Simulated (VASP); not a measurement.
# Si62As (a cell with a defect) in VASP: further runs

Runs on Si62As (a cell with a defect). Level: LDA. Tasks: single point.

All numbers are computed with VASP 6.6.1; they aren't measurements. Logs are shortened: lines on timing, memory, paths and dates and some standing lists are left out, and cuts for length are marked.

### 1 The cell of the first run

The cell holds a defect, 63 atoms: a = 10.860 Å, b = 10.860 Å, c = 10.860 Å, α = 90.00°, β = 90.00°, γ = 90.00°.

### 2 Single point, LDA

INCAR reads:

```
PREC = Accurate
ENCUT = 520
EDIFF = 1E-6
ISMEAR = -1
SIGMA = 0.05
LREAL = Auto
LASPH = T
NELM = 60
ALGO = Normal
ISIF = 2
LWAVE = F
LCHARG = F
GGA = CA
NELECT = 252.0
NBANDS = 164
```

KPOINTS reads:

```
Automatic mesh
0
Gamma
  1 1 1
```

POSCAR reads:

```
Si62As
1.0
   10.8600000000      0.0000000000      0.0000000000
    0.0000000000     10.8600000000      0.0000000000
    0.0000000000      0.0000000000     10.8600000000
Si As
62 1
Direct
    0.4999791897     -0.0000822284      0.0012756906
    0.6254967772      0.1203626151      0.1296133517
    0.7490377532      0.2479867403      0.0020661142
    0.8764669429      0.3758579190      0.1245514733
    0.7499439227     -0.0059055249      0.2559834254
    0.8741865562      0.1255534070      0.3742812155
    0.0000008287      0.0007812155     -0.0006820442
    0.1258008287      0.1249139042      0.1251116022
    0.2495168508      0.2505218232     -0.0004751381
    0.3753404236      0.3738955801      0.1253872928
    0.4990006446      0.4999718232     -0.0003819521
    0.6240356354      0.6263137201      0.1246925414
    0.7496270718      0.7503755985     -0.0005875691
    0.8741407919      0.8756167587      0.1246381215
    0.2508325046      0.0000814917      0.2499182320
    0.3786141805      0.1211348066      0.3754562615
    0.5000383978      0.2486232044      0.2501481584
    0.6244250460      0.3746285451      0.3744074586
    0.7472904236      0.5012560773      0.2494744936
    0.8764948435      0.6233720994      0.3698525783
    0.5054590239     -0.0054060773      0.4993714549
    0.6240019337      0.1254558932      0.6238582873
    0.7496286372      0.2505828729      0.4996680479
    0.8736513812      0.3768502762      0.6237320442
    0.7473181400      0.0006687845      0.7487937385
    0.8765138122      0.1254567219      0.8743209945
   -0.0014591160      0.5014538674     -0.0023363720
    0.1243842541      0.6231868324      0.1245653775
    0.2508538674      0.7506616022      0.0009192449
    0.3783361878      0.8745906998      0.1285559853
    0.0000538674      0.2508239411      0.2491211786
    0.1256443831      0.3746241252      0.3748286372
    0.2497847145      0.5000699816      0.2493403315
    0.3748942910      0.6263927256      0.3744420810
    0.5052593002      0.7508508287      0.2552755985
   -0.0010556169      0.0006944751      0.4976593923
    0.1244779006      0.1254561694      0.6268325967
    0.2511706262      0.2488175875      0.4992928177
    0.3744343462      0.3759414365      0.6266509208
    0.4996403315      0.5010932781      0.4975901473
    0.6197692449      0.6218612339      0.6280927256
    0.8760325046      0.8802878453      0.6261122468
    0.2497432781      0.0006118785      0.7499582873
    0.3752756906      0.1247123389      0.8760645488
    0.4989601289      0.2505657459      0.7500992634
    0.6245520258      0.3735957643      0.8765142726
    0.7482690608      0.5010960405      0.7488503683
    0.8735686924      0.6263821363      0.8729930018
   -0.0010426335      0.7522790976      0.2495152855
    0.1251698895      0.8756383057      0.3744473297
   -0.0025421731      0.5022408840      0.4981660221
    0.1225275322      0.6264991713      0.6235230203
    0.2491830571      0.7503592081      0.4996839779
    0.3749288214      0.8754895948      0.6237447514
   -0.0013639042      0.2522530387      0.7486872007
    0.1246988950      0.3753505525      0.8747263352
    0.2473515654      0.5015942910      0.7484446593
    0.3744388582      0.6233135359      0.8741465009
    0.4996983425      0.7523174033      0.7489784530
    0.6244488950      0.8756528545      0.8753547882
   -0.0029465009      0.7519491713      0.7472916206
    0.1252759669      0.8751295580      0.8751177716
    0.6517153775      0.8485558932      0.4015691529
```

Potentials or basis: VASP PAW LDA potentials, release 64 (Si, As).

Started as:

```
> cat potpaw_LDA.64/Si/POTCAR potpaw_LDA.64/As/POTCAR > POTCAR
> mpirun -np 1 vasp_gam > vasp.out
```

OUTCAR:

```text
PREC = Accurate
   ENCUT = 520
   EDIFF = 1E-6
   ISMEAR = -1
   LREAL = Auto
   LASPH = T
   NELM = 60
   ISIF = 2
   GGA = CA
   NELECT = 252.0

 ion  position               nearest neighbor table
   1  0.500  1.000  0.001-  30 2.35   2 2.35  60 2.35  44 2.35
   2  0.625  0.120  0.130-  17 2.35   1 2.35   5 2.36   3 2.37
   3  0.749  0.248  0.002-  46 2.36  26 2.37   4 2.37   2 2.37
   4  0.876  0.376  0.125-  31 2.34  27 2.35   3 2.37  19 2.38
   5  0.750  0.994  0.256-   6 2.35  14 2.35   2 2.36  63 2.48
   6  0.874  0.126  0.374-  36 2.34   5 2.35  23 2.35  31 2.36
[... 11 lines left out ...]
  18  0.624  0.375  0.374-  40 2.35  19 2.35  23 2.35  17 2.35
  19  0.747  0.501  0.249-  20 2.33  12 2.34  18 2.35   4 2.38
  20  0.876  0.623  0.370-  51 2.32  49 2.33  19 2.33
  21  0.505  0.995  0.499-  22 2.35  54 2.35  16 2.37  63 2.48
  22  0.624  0.125  0.624-  25 2.34  21 2.35  23 2.35  45 2.36
  23  0.750  0.251  0.500-  24 2.35  18 2.35  22 2.35   6 2.35
  24  0.874  0.377  0.624-  23 2.35  55 2.35  47 2.35  51 2.35
  25  0.747  0.001  0.749-  42 2.33  22 2.34  60 2.35  26 2.38
  26  0.877  0.125  0.874-   7 2.34  55 2.35   3 2.37  25 2.38
[... 12 lines left out ...]
  39  0.374  0.376  0.627-  45 2.34  57 2.35  38 2.37  40 2.38
  40  0.500  0.501  0.498-  41 2.33  34 2.34  18 2.35  39 2.38
  41  0.620  0.622  0.628-  47 2.32  40 2.33  59 2.33
  42  0.876  0.880  0.626-  61 2.32  36 2.33  25 2.33
  43  0.250  0.001  0.750-  37 2.34  62 2.35  44 2.36  54 2.36
  44  0.375  0.125  0.876-   1 2.35   9 2.35  45 2.35  43 2.36
  45  0.499  0.251  0.750-  39 2.34  46 2.35  44 2.35  22 2.36
  46  0.625  0.374  0.877-  11 2.35  45 2.35   3 2.36  47 2.38
  47  0.748  0.501  0.749-  41 2.32  48 2.35  24 2.35  46 2.38
  48  0.874  0.626  0.873-  13 2.35  27 2.35  47 2.35  61 2.35
[... 12 lines left out ...]
  61  0.997  0.752  0.747-  42 2.32  52 2.35  48 2.35  62 2.38
  62  0.125  0.875  0.875-  43 2.35   7 2.35  29 2.36  61 2.38
  63  0.652  0.849  0.402-   5 2.48  21 2.48  35 2.49

  LATTYP: Found a simple cubic cell.
 ALAT       =    10.8600000000

  Lattice vectors:

 A1 = (  10.8600000000,   0.0000000000,   0.0000000000)
 A2 = (   0.0000000000,  10.8600000000,   0.0000000000)
 A3 = (   0.0000000000,   0.0000000000,  10.8600000000)

Analysis of symmetry for initial positions (statically):
=====================================================================
 Subroutine PRICEL returns:
 Original cell was already a primitive cell.

 Routine SETGRP: Setting up the symmetry group for a
 simple cubic supercell.

 Subroutine GETGRP returns: Found  1 space group operations
 (whereof  1 operations were pure point group operations)
 out of a pool of 48 trial point group operations.

The static configuration has the point symmetry C_1 .

Analysis of symmetry for dynamics (positions and initial velocities):
=====================================================================
 Subroutine PRICEL returns:
 Original cell was already a primitive cell.

 Routine SETGRP: Setting up the symmetry group for a
 simple cubic supercell.

 Subroutine GETGRP returns: Found  1 space group operations
 (whereof  1 operations were pure point group operations)
 out of a pool of 48 trial point group operations.

The dynamic configuration has the point symmetry C_1 .

 Subroutine INISYM returns: Found  1 space group operations
 (whereof  1 operations are pure point group operations),
 and found     1 'primitive' translations

----------------------------------------------------------------------------------------

                                     Primitive cell

  volume of cell :    1280.8241

  direct lattice vectors                    reciprocal lattice vectors
    10.860000000  0.000000000  0.000000000     0.092081031  0.000000000  0.000000000
     0.000000000 10.860000000  0.000000000     0.000000000  0.092081031  0.000000000
     0.000000000  0.000000000 10.860000000     0.000000000  0.000000000  0.092081031

  length of vectors
    10.860000000 10.860000000 10.860000000     0.092081031  0.092081031  0.092081031

  position of ions in fractional coordinates (direct lattice)
     0.499979190  0.999917772  0.001275691
     0.625496777  0.120362615  0.129613352
     0.749037753  0.247986740  0.002066114
     0.876466943  0.375857919  0.124551473
     0.749943923  0.994094475  0.255983425
     0.874186556  0.125553407  0.374281215
[... 55 lines left out ...]
     0.125275967  0.875129558  0.875117772
     0.651715377  0.848555893  0.401569153

  ion indices of the primitive-cell ions
   primitive index   ion index
                 1           1
                 2           2
                 3           3
                 4           4
                 5           5
                 6           6
[... 55 lines left out ...]
                62          62
                63          63

----------------------------------------------------------------------------------------

 KPOINTS: Automatic mesh

Automatic generation of k-mesh.
 Grid dimensions read from file:
 generate k-points for:    1    1    1

 Generating k-lattice:

  Cartesian coordinates                     Fractional coordinates (reciprocal lattice)
     0.092081031  0.000000000  0.000000000     1.000000000  0.000000000  0.000000000
     0.000000000  0.092081031  0.000000000     0.000000000  1.000000000  0.000000000
     0.000000000  0.000000000  0.092081031     0.000000000  0.000000000  1.000000000

  Length of vectors
     0.092081031  0.092081031  0.092081031

  Shift w.r.t. Gamma in fractional coordinates (k-lattice)
     0.000000000  0.000000000  0.000000000

 Subroutine IBZKPT returns following result:
 ===========================================

 Found      1 irreducible k-points:

 Following reciprocal coordinates:
            Coordinates               Weight
  0.000000  0.000000  0.000000      1.000000
   k-points           NKPTS =      1   k-points in BZ     NKDIM =      1   number of bands    NBANDS=    164
   number of dos      NEDOS =    301   number of ions     NIONS =     63
   total plane-waves  NPLWV = 592704
   dimension x,y,z NGX =    84 NGY =   84 NGZ =   84
   dimension x,y,z NGXF=   168 NGYF=  168 NGZF=  168
   ions per type =              62   1
   NGX,Y,Z   is equivalent  to a cutoff of  12.86, 12.86, 12.86 a.u.
   NGXF,Y,Z  is equivalent  to a cutoff of  25.72, 25.72, 25.72 a.u.
 SYSTEM =  unknown system
   PREC   = accura    normal or accurate (medium, high low for compatibility)
   ISTART =      0    job   : 0-new  1-cont  2-samecut
   ICHARG =      2    charge: 1-file 2-atom 10-const
   ISPIN  =      1    spin polarized calculation?
   LNONCOLLINEAR =      F non collinear calculations
   LSORBIT =      F    spin-orbit coupling
   LASPH  =      T    aspherical Exc in radial PAW
   ENCUT  =  520.0 eV  38.22 Ry    6.18 a.u.  20.19 20.19 20.19*2*pi/ulx,y,z
   NELM   =     60;   NELMIN=  2; NELMDL= -5     # of ELM steps
   EDIFF  = 0.1E-05   stopping-criterion for ELM
   LREAL  =      T    real-space projection
   EDIFFG = 0.1E-04   stopping-criterion for IOM
   NSW    =      0    number of steps for IOM
   IBRION =     -1    ionic relax: 0-MD 1-quasi-New 2-CG
   NFREE  =      0    steps in history (QN), initial steepest desc. (CG)
   ISIF   =      2    stress and relaxation
   ISYM   =      2    0-nonsym 1-usesym 2-fastsym
   POTIM  = 0.5000    time-step for ionic-motion
   TEBEG  =    0.0;   TEEND  =   0.0 temperature during run
   PSTRESS=    0.0 pullay stress
   NELECT =     252.0000    total number of electrons
   NUPDOWN=      -1.0000    fix difference up-down
   EMIN   =  10.00;   EMAX   =-10.00  energy-range for DOS
   EFERMI =   0.00;   METHOD = LEGACY
   ISMEAR =    -1;   SIGMA  =   0.05  broadening in eV -4-tet -1-fermi 0-gaus
   EFERMI_NEDOS =   21; number of points for ismear=-14 and -15
   IALGO  =     38    algorithm
   IMIX   =      4    mixing-type and parameters
     AMIX     =   0.40;   BMIX     =  1.00
     AMIX_MAG =   1.60;   BMIX_MAG =  1.00
  volume/ion in A,a.u.               =      20.33       137.20
  Fermi-wavevector in a.u.,A,eV,Ry     =   0.952164  1.799329 12.335269  0.906617
  Thomas-Fermi vector in A             =   2.080702
   LORBIT       =      0    0 simple, 1 ext, 2 COOP (PROOUT), +10 PAW based schemes
   GGA     = CA    functional components
   LHFCALC =     F    Hartree Fock is set to
   AEXX    =    0.0000 exact exchange contribution
   IVDW    =     0    specifies the selected vdW correction
   LEPSILON=     F    determine dielectric tensor
   LRPA    =     F    only Hartree local field effects (RPA)
 non-spin polarized calculation
  energy-cutoff  :      520.00
  volume of cell :     1280.82
 maximum number of plane-waves:     17229
 NGX is ok and might be reduce to    84
   NGX = 41   NGY = 41   NGZ = 41

 number of electron     251.9999985 magnetization

 Free energy of the ion-electron system (eV)
  ---------------------------------------------------
  ext. energy  EPLUGINS =         0.00000000
  ---------------------------------------------------
  free energy    TOTEN  =      -371.57055662 eV

  energy without entropy =     -371.54582332  energy(sigma->0) =     -371.55818997

 E-fermi :   5.9518     XC(G=0):  -9.5352

 val. band max:        5.7635591434   @ k =   0.0000   0.0000   0.0000
 cond. band min:       6.1851949348   @ k =   0.0000   0.0000   0.0000
 fundamental gap:      0.4216357915
 Fermi energy:         5.9518142195

 k-point     1 :       0.0000    0.0000    0.0000
  band No.  band energies     occupation
      1      -6.3797      2.00000
      2      -5.8122      2.00000
      3      -5.2273      2.00000
      4      -5.2257      2.00000
      5      -5.2060      2.00000
      6      -5.2054      2.00000
[... 130 lines left out ...]
    137       6.7225      0.00000
    138       6.8087      0.00000
 [bands above 138 left out]

------------------------ aborting loop because EDIFF is reached ----------------------------------------

  FORCE on cell =-STRESS in cart. coord.  units (eV):
  Direction    XX          YY          ZZ          XY          YZ          ZX
  --------------------------------------------------------------------------------------
  -------------------------------------------------------------------------------------
  Total      -19.8447030    -19.6714912    -19.7267576     -2.0547846     -2.2721944      1.9909884
  in kB      -24.8236540    -24.6069842    -24.6761166     -2.5703213     -2.8422782      2.4905189
  external PRESSURE =     -24.7022516 kB  Pullay stress =       0.0000000 kB

 VOLUME and BASIS-vectors are now :
 -----------------------------------------------------------------------------
  energy-cutoff  :      520.00
  volume of cell :     1280.82
      direct lattice vectors                 reciprocal lattice vectors
    10.860000000  0.000000000  0.000000000     0.092081031  0.000000000  0.000000000
     0.000000000 10.860000000  0.000000000     0.000000000  0.092081031  0.000000000
     0.000000000  0.000000000 10.860000000     0.000000000  0.000000000  0.092081031

 POSITION                                       TOTAL-FORCE (eV/Angst)
 -----------------------------------------------------------------------------------
      5.42977     10.85911      0.01385        -0.003408      0.002603     -0.012066
      6.79290      1.30714      1.40760        -0.019668      0.035019     -0.034465
      8.13455      2.69314      0.02244         0.008196     -0.003721      0.002702
      9.51843      4.08182      1.35263        -0.001215     -0.003379      0.013477
      8.14439     10.79587      2.77998        -0.033033      0.068926     -0.070380
      9.49367      1.36351      4.06469        -0.020039     -0.010103      0.001479
[... 55 lines left out ...]
      1.36050      9.50391      9.50378         0.020584     -0.001812      0.027042
      7.07763      9.21532      4.36104        -0.320697      0.282253     -0.293104
 -----------------------------------------------------------------------------------
    total drift:                               -0.028038      0.024651     -0.024220

  FREE ENERGIE OF THE ION-ELECTRON SYSTEM (eV)
  ---------------------------------------------------
  free  energy   TOTEN  =      -371.5705566234 eV

  energy  without entropy=     -371.5458233165  energy(sigma->0) =     -371.55818997
```

Run time: 2.1 min. Hardware: 1 thread of AMD EPYC 9R45 (Zen 5), shared host; peak memory 0.67 GiB.

What came out:

- Free energy: -371.5706 eV
- Largest force: 0.518 eV/Å

Forces on the atoms (eV/Å):
```
Si  -0.003  0.003 -0.012
Si  -0.020  0.035 -0.034
Si   0.008 -0.004  0.003
Si  -0.001 -0.003  0.013
Si  -0.033  0.069 -0.070
Si  -0.020 -0.010  0.001
Si   0.000 -0.019  0.009
Si  -0.012  0.000 -0.001
Si   0.007 -0.007  0.008
Si  -0.005  0.010 -0.003
Si   0.023  0.001  0.008
Si  -0.001  0.009  0.005
Si  -0.001  0.000 -0.004
Si  -0.018  0.000  0.009
Si  -0.005  0.002 -0.002
Si  -0.021  0.024 -0.019
Si  -0.004  0.014 -0.003
Si   0.003 -0.009  0.003
Si  -0.009  0.002  0.006
Si   0.104 -0.102  0.004
Si  -0.056  0.052 -0.033
Si   0.002 -0.006 -0.012
Si  -0.001  0.005  0.000
Si   0.007 -0.021  0.006
Si  -0.009 -0.007 -0.002
Si  -0.001 -0.015  0.001
Si   0.011 -0.010  0.020
Si   0.001  0.004  0.016
Si   0.017 -0.004  0.019
Si  -0.018  0.018 -0.019
Si  -0.001 -0.010  0.020
Si   0.017 -0.024  0.000
Si   0.004 -0.001  0.021
Si   0.004  0.009 -0.005
Si  -0.050  0.035 -0.048
Si  -0.003 -0.010 -0.008
Si  -0.001 -0.016 -0.003
Si   0.011 -0.014  0.006
Si   0.013 -0.004 -0.001
Si   0.004  0.004 -0.006
Si  -0.006 -0.081  0.082
Si   0.110 -0.008  0.109
Si   0.004 -0.020  0.001
Si  -0.004  0.002 -0.010
Si   0.022 -0.010 -0.002
Si  -0.003 -0.013  0.012
Si   0.034 -0.036  0.037
Si   0.009 -0.008  0.023
Si  -0.003  0.007  0.009
Si   0.012 -0.003  0.003
Si   0.049 -0.047  0.031
Si   0.027 -0.008  0.009
Si   0.001  0.000  0.000
Si   0.003  0.004 -0.011
Si   0.011 -0.020  0.010
Si  -0.001 -0.001  0.000
Si   0.020 -0.011  0.011
Si   0.013  0.003  0.004
Si   0.005  0.005 -0.004
Si   0.002 -0.003  0.010
Si   0.054 -0.031  0.051
Si   0.021 -0.002  0.027
As  -0.321  0.282 -0.293
```

Caveat: the k points lie up to 0.58 Å⁻¹ apart; the cell carries a net charge on a neutralising background, which shifts energy and pressure; the cell is charged against a uniform background, so pressure and absolute levels hang on convention.

(Continued in part 2 of 3.)
